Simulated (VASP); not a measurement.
## Ti: single point with PBE

The system is Ti.

```
CELL_PARAMETERS angstrom
2.93908 0.00000 0.00000
-1.46954 2.54531 0.00000
0.00000 0.00000 4.65599
ATOMIC_POSITIONS crystal
Ti 0.33333 0.66667 0.25000
Ti 0.66667 0.33333 0.75000
```

```json
{
 "Program": "VASP 6.6.1",
 "Task": "single point",
 "Functional": "PBE",
 "Potentials or basis": "VASP PAW PBE potentials, release 64 (Ti_sv)",
 "Cutoff": "520 eV",
 "k mesh": "18 × 18 × 10",
 "Occupations": "fermi-dirac, width 0.1 eV",
 "Spin": "no spin polarisation"
}
```

- Pressure: -0.2 GPa
- Band gap on the k mesh: zero (bands 12 and 13 overlap by 1.10 eV)

Levels at points of the mesh, in eV from the Fermi level:
| k point | band 8 | band 9 | band 10 | band 11 | band 12 | band 13 | band 14 | band 15 | band 16 | band 17 |
| --- | --- | --- | --- | --- | --- | --- | --- | --- | --- | --- |
| (0.00, 0.00, 0.00) | -32.69 | -6.19 | -2.66 | 0.78 | 0.79 | 0.79 | 0.91 | 1.29 | 1.29 | 1.65 |
| (0.50, 0.00, 0.00) | -32.76 | -2.32 | -2.13 | -1.81 | -0.61 | 0.51 | 0.65 | 1.20 | 3.35 | 3.58 |
| (0.00, 0.00, 0.50) | -32.74 | -4.33 | -4.33 | 0.11 | 0.11 | 0.70 | 0.70 | 0.70 | 0.70 | 2.82 |
| (0.50, 0.00, 0.50) | -32.84 | -2.51 | -2.51 | -0.79 | -0.79 | 1.34 | 1.34 | 1.75 | 1.75 | 3.49 |

It took 3.7 min on 1 thread of AMD EPYC 7R13 (shared host), peak memory 0.21 GiB.
